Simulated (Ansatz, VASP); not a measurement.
**One calculation of AlRu, two programs**

```
Al Ru
1.0
     3.02932    0.00000    0.00000
     0.00000    3.07420    0.00000
     0.00000    0.00000    3.07420
Al Ru
1 1
Direct
  0.00000 0.00000 0.00000
  0.50000 0.50000 0.50000
```

Alike in both runs: task single point; functional PBE; k mesh 12 × 12 × 12; occupations gaussian, width 0.1 eV; no spin polarisation.

```csv
,VASP,Ansatz
version,VASP 6.6.1,Ansatz 0.2.0
potentials or method,"VASP PAW PBE potentials, release 64 (Al, Ru_pv), cutoff 520 eV","scalar-relativistic, plane waves, PAW"
valence electrons in the cell,17,19
```

|  | VASP | Ansatz | Ansatz less VASP |
| --- | --- | --- | --- |
| gap on the k mesh at the Fermi level (eV) | none | none | - |
| pressure (GPa) | -10.0 | -9.9 | +0.05 |
| traceless stress, the component that is largest in VASP (GPa) | 1.46 | 1.46 | -0.001 |

A gap of «none» marks a metal or a gap that the smearing closes. VASP's potentials hold 17 valence electrons a cell and Ansatz's 19, so a difference there can come from the potentials and not from the codes.
